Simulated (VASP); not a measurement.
# Li2Se (Fm-3m) in VASP: further runs

The runs below take Li2Se through electric field gradients, vibrations by perturbation theory, with PBEsol.

Program: VASP 6.6.1. These are calculated values, not measurements. Logs are shortened: lines on timing, memory, paths and dates and some standing lists are left out, and cuts for length are marked.

**1. The cell of the first run**

Symmetry: Fm-3m, No. 225, cubic system. Conventional cell: a = 5.946 Å, b = 5.946 Å, c = 5.946 Å, α = 90.00°, β = 90.00°, γ = 90.00°. Li (site symmetry -43m) has 4 Se at 2.57 Å and 6 Li at 2.97 Å within 3.4 Å. Within 3.4 Å of Se (site symmetry m-3m) lie 8 Li at 2.57 Å.

**2. Electric field gradients, PBEsol**

INCAR

```
SYSTEM = Li2Se
ALGO = Normal ; EDIFF = 1E-8
ENCUT = 650 ; GGA = PS
GGA_COMPAT = .False. ; ISIF = 2
ISMEAR = 0 ; LASPH = .True.
LCHARG = .False. ; LEFG = .True.
LREAL = .False. ; LWAVE = .False.
NBANDS = 13 ; NELM = 120
PREC = Accurate ; SIGMA = 0.05
```

KPOINTS

```
k-points
0
Gamma
  10 10 10
  0 0 0
```

POSCAR

```
Li2Se
1.0
    0.0000000000      2.9730331330      2.9730331330
    2.9730331330      0.0000000000      2.9730331330
    2.9730331330      2.9730331330      0.0000000000
Li Se
2 1
Direct
    0.2500000000      0.2500000000      0.2500000000
    0.7500000000      0.7500000000      0.7500000000
    0.0000000000      0.0000000000      0.0000000000
```

Potentials or basis: VASP PAW PBE potentials, release 64 (Li_sv, Se).

On the command line:

```bash
cat potpaw_PBE.64/Li_sv/POTCAR potpaw_PBE.64/Se/POTCAR > POTCAR
mpirun -np 1 vasp_std > vasp.out
```

OUTCAR:

```text
SYSTEM = Li2Se
   EDIFF = 1E-8
   ENCUT = 650
   GGA = PS
   ISIF = 2
   ISMEAR = 0
   LASPH = .True.
   LREAL = .False.
   NELM = 120
   PREC = Accurate

 ion  position               nearest neighbor table
   1  0.250  0.250  0.250-   3 2.57   3 2.57   3 2.57   3 2.57
   2  0.750  0.750  0.750-   3 2.57   3 2.57   3 2.57   3 2.57
   3  0.000  0.000  0.000-   1 2.57   2 2.57   2 2.57   2 2.57   2 2.57   1 2.57   1 2.57   1 2.57

  LATTYP: Found a face centered cubic cell.
 ALAT       =     5.9460662660

  Lattice vectors:

 A1 = (   0.0000000000,   2.9730331330,   2.9730331330)
 A2 = (   2.9730331330,   0.0000000000,   2.9730331330)
 A3 = (   2.9730331330,   2.9730331330,   0.0000000000)

Analysis of symmetry for initial positions (statically):
=====================================================================
 Subroutine PRICEL returns:
 Original cell was already a primitive cell.

 Routine SETGRP: Setting up the symmetry group for a
 face centered cubic supercell.

 Subroutine GETGRP returns: Found 48 space group operations
 (whereof 48 operations were pure point group operations)
 out of a pool of 48 trial point group operations.

The static configuration has the point symmetry O_h .

Analysis of symmetry for dynamics (positions and initial velocities):
=====================================================================
 Subroutine PRICEL returns:
 Original cell was already a primitive cell.

 Routine SETGRP: Setting up the symmetry group for a
 face centered cubic supercell.

 Subroutine GETGRP returns: Found 48 space group operations
 (whereof 48 operations were pure point group operations)
 out of a pool of 48 trial point group operations.

The dynamic configuration has the point symmetry O_h .

 Subroutine INISYM returns: Found 48 space group operations
 (whereof 48 operations are pure point group operations),
 and found     1 'primitive' translations

----------------------------------------------------------------------------------------

                                     Primitive cell

  volume of cell :      52.5568

  direct lattice vectors                    reciprocal lattice vectors
     0.000000000  2.973033133  2.973033133    -0.168178415  0.168178415  0.168178415
     2.973033133  0.000000000  2.973033133     0.168178415 -0.168178415  0.168178415
     2.973033133  2.973033133  0.000000000     0.168178415  0.168178415 -0.168178415

  length of vectors
     4.204503778  4.204503778  4.204503778     0.291293559  0.291293559  0.291293559

  position of ions in fractional coordinates (direct lattice)
     0.250000000  0.250000000  0.250000000
     0.750000000  0.750000000  0.750000000
     0.000000000  0.000000000  0.000000000

  ion indices of the primitive-cell ions
   primitive index   ion index
                 1           1
                 2           2
                 3           3

----------------------------------------------------------------------------------------

 KPOINTS: k-points

Automatic generation of k-mesh.
 Grid dimensions read from file:
 generate k-points for:   10   10   10

 Generating k-lattice:

  Cartesian coordinates                     Fractional coordinates (reciprocal lattice)
    -0.016817841  0.016817841  0.016817841     0.100000000  0.000000000  0.000000000
     0.016817841 -0.016817841  0.016817841     0.000000000  0.100000000  0.000000000
     0.016817841  0.016817841 -0.016817841     0.000000000  0.000000000  0.100000000

  Length of vectors
     0.029129356  0.029129356  0.029129356

  Shift w.r.t. Gamma in fractional coordinates (k-lattice)
     0.000000000  0.000000000  0.000000000

 Subroutine IBZKPT returns following result:
 ===========================================

 Found     47 irreducible k-points:
[... 34 lines left out ...]
   NGX,Y,Z   is equivalent  to a cutoff of  14.23, 14.23, 14.23 a.u.
   NGXF,Y,Z  is equivalent  to a cutoff of  28.47, 28.47, 28.47 a.u.
 SYSTEM =  Li2Se
   PREC   = accura    normal or accurate (medium, high low for compatibility)
   ISTART =      0    job   : 0-new  1-cont  2-samecut
   ICHARG =      2    charge: 1-file 2-atom 10-const
   ISPIN  =      1    spin polarized calculation?
   LNONCOLLINEAR =      F non collinear calculations
   LSORBIT =      F    spin-orbit coupling
   LASPH  =      T    aspherical Exc in radial PAW
   ENCUT  =  650.0 eV  47.77 Ry    6.91 a.u.   8.74  8.74  8.74*2*pi/ulx,y,z
   NELM   =    120;   NELMIN=  2; NELMDL= -5     # of ELM steps
   EDIFF  = 0.1E-07   stopping-criterion for ELM
   LREAL  =      F    real-space projection
   EDIFFG = 0.1E-06   stopping-criterion for IOM
   NSW    =      0    number of steps for IOM
   IBRION =     -1    ionic relax: 0-MD 1-quasi-New 2-CG
   NFREE  =      0    steps in history (QN), initial steepest desc. (CG)
   ISIF   =      2    stress and relaxation
   ISYM   =      2    0-nonsym 1-usesym 2-fastsym
   POTIM  = 0.5000    time-step for ionic-motion
   TEBEG  =    0.0;   TEEND  =   0.0 temperature during run
   PSTRESS=    0.0 pullay stress
   NELECT =      12.0000    total number of electrons
   NUPDOWN=      -1.0000    fix difference up-down
   EMIN   =  10.00;   EMAX   =-10.00  energy-range for DOS
   EFERMI =   0.00;   METHOD = LEGACY
   ISMEAR =     0;   SIGMA  =   0.05  broadening in eV -4-tet -1-fermi 0-gaus
   EFERMI_NEDOS =   21; number of points for ismear=-14 and -15
   IALGO  =     38    algorithm
   IMIX   =      4    mixing-type and parameters
     AMIX     =   0.40;   BMIX     =  1.00
     AMIX_MAG =   1.60;   BMIX_MAG =  1.00
  volume/ion in A,a.u.               =      17.52       118.22
  Fermi-wavevector in a.u.,A,eV,Ry     =   1.000596  1.890853 13.622053  1.001193
  Thomas-Fermi vector in A             =   2.132963
   LORBIT       =      0    0 simple, 1 ext, 2 COOP (PROOUT), +10 PAW based schemes
   GGA     = PS    functional components
   LHFCALC =     F    Hartree Fock is set to
   AEXX    =    0.0000 exact exchange contribution
   IVDW    =     0    specifies the selected vdW correction
   LEPSILON=     F    determine dielectric tensor
   LRPA    =     F    only Hartree local field effects (RPA)
 non-spin polarized calculation
 Gauss-broadening in eV      SIGMA  =   0.05
  energy-cutoff  :      650.00
  volume of cell :       52.56
 maximum number of plane-waves:      2006
   NGX = 17   NGY = 17   NGZ = 17

 number of electron      11.9999997 magnetization

 Free energy of the ion-electron system (eV)
  ---------------------------------------------------
  ext. energy  EPLUGINS =         0.00000000
  ---------------------------------------------------
  free energy    TOTEN  =       -11.56050974 eV

  energy without entropy =      -11.56050974  energy(sigma->0) =      -11.56050974

 E-fermi :   1.3061     XC(G=0):  -8.4897

 val. band max:        1.0886197025   @ k =   0.0000   0.0000   0.0000
 cond. band min:       3.8969630568   @ k =   0.5000   0.5000   0.0000
 fundamental gap:      2.8083433543
 Fermi energy:         1.3061157150

 k-point     1 :       0.0000    0.0000    0.0000
  band No.  band energies     occupation
      1     -42.8876      2.00000
      2     -42.8585      2.00000
      3     -10.3996      2.00000
      4       1.0886      2.00000
      5       1.0886      2.00000
      6       1.0886      2.00000
      7       4.4542      0.00000
      8       6.6669      0.00000
      9       6.6669      0.00000
     10       6.6669      0.00000
     11      11.7171      0.00000
     12      11.7171      0.00000
     13      12.0097      0.00000
[... 354 lines left out ...]
  band No.  band energies     occupation
      1     -42.8787      2.00000
      2     -42.8662      2.00000
      3      -9.9999      2.00000
      4      -1.0499      2.00000
      5      -0.2150      2.00000
      6      -0.1423      2.00000
      7       4.7147      0.00000
      8       7.3363      0.00000
      9       9.2706      0.00000
     10       9.4992      0.00000
     11      11.1227      0.00000
     12      13.6472      0.00000
     13      14.4621      0.00000

 [... further k-points ...]
[... 5 lines left out ...]
  --------------------------------------------------------------------------------------
  -------------------------------------------------------------------------------------
  Total       -0.0176220     -0.0176220     -0.0176220      0.0000000     -0.0000000      0.0000000
  in kB       -0.5372013     -0.5372013     -0.5372013      0.0000000     -0.0000000      0.0000000
  external PRESSURE =      -0.5372013 kB  Pullay stress =       0.0000000 kB

 VOLUME and BASIS-vectors are now :
 -----------------------------------------------------------------------------
  energy-cutoff  :      650.00
  volume of cell :       52.56
      direct lattice vectors                 reciprocal lattice vectors
     0.000000000  2.973033133  2.973033133    -0.168178415  0.168178415  0.168178415
     2.973033133  0.000000000  2.973033133     0.168178415 -0.168178415  0.168178415
     2.973033133  2.973033133  0.000000000     0.168178415  0.168178415 -0.168178415

 POSITION                                       TOTAL-FORCE (eV/Angst)
 -----------------------------------------------------------------------------------
      1.48652      1.48652      1.48652        -0.000000     -0.000000      0.000000
      4.45955      4.45955      4.45955         0.000000      0.000000     -0.000000
      0.00000      0.00000      0.00000         0.000000     -0.000000      0.000000
 -----------------------------------------------------------------------------------
    total drift:                                0.000000      0.000000      0.000000

  FREE ENERGIE OF THE ION-ELECTRON SYSTEM (eV)
  ---------------------------------------------------
  free  energy   TOTEN  =       -11.5605097438 eV

  energy  without entropy=      -11.5605097438  energy(sigma->0) =      -11.56050974

 Electric field gradients (V/A^2)
---------------------------------------------------------------------
 ion       V_xx      V_yy      V_zz      V_xy      V_xz      V_yz
---------------------------------------------------------------------
   1       0.000    -0.000    -0.000     0.001     0.001     0.001
   2       0.000    -0.000    -0.000     0.001     0.001     0.001
   3       0.000    -0.000     0.000    -0.000    -0.000    -0.000
---------------------------------------------------------------------

 Electric field gradients after diagonalization (V/A^2)
 (convention: |V_zz| > |V_xx| > |V_yy|)
----------------------------------------------------------------------
 ion       V_xx      V_yy      V_zz     asymmetry (V_yy - V_xx)/ V_zz
----------------------------------------------------------------------
   1      -0.001    -0.001     0.001       0.000
   2      -0.001    -0.001     0.001       0.000
   3       0.000     0.000    -0.000       0.000
----------------------------------------------------------------------

           NMR quadrupolar parameters

 Cq : quadrupolar parameter    Cq=e*Q*V_zz/h
 eta: asymmetry parameters     (V_yy - V_xx)/ V_zz
 Q  : nuclear electric quadrupole moment in mb (millibarn)
----------------------------------------------------------------------
 ion       Cq(MHz)       eta       Q (mb)
----------------------------------------------------------------------
   1       0.000       0.000       1.000
   2       0.000       0.000       1.000
   3      -0.000       0.000       1.000
----------------------------------------------------------------------
```

It took 84 s on 1 thread of Oxide Virtual Turin-like, shared host; peak memory 0.19 GiB.

What came out:

```yaml
Free_energy: -11.5605 eV
Pressure: -0.1 GPa
Band_gap_on_the_k_mesh: 2.81 eV (least direct gap 3.37 eV)
Largest_electric_field_gradient_by_atom: under 0.05 V/Å² on every atom
```

Caveat: the PAW data sets were made with another functional, which shifts forces and pressure a little.

(Part 1 of 2 ends here.)
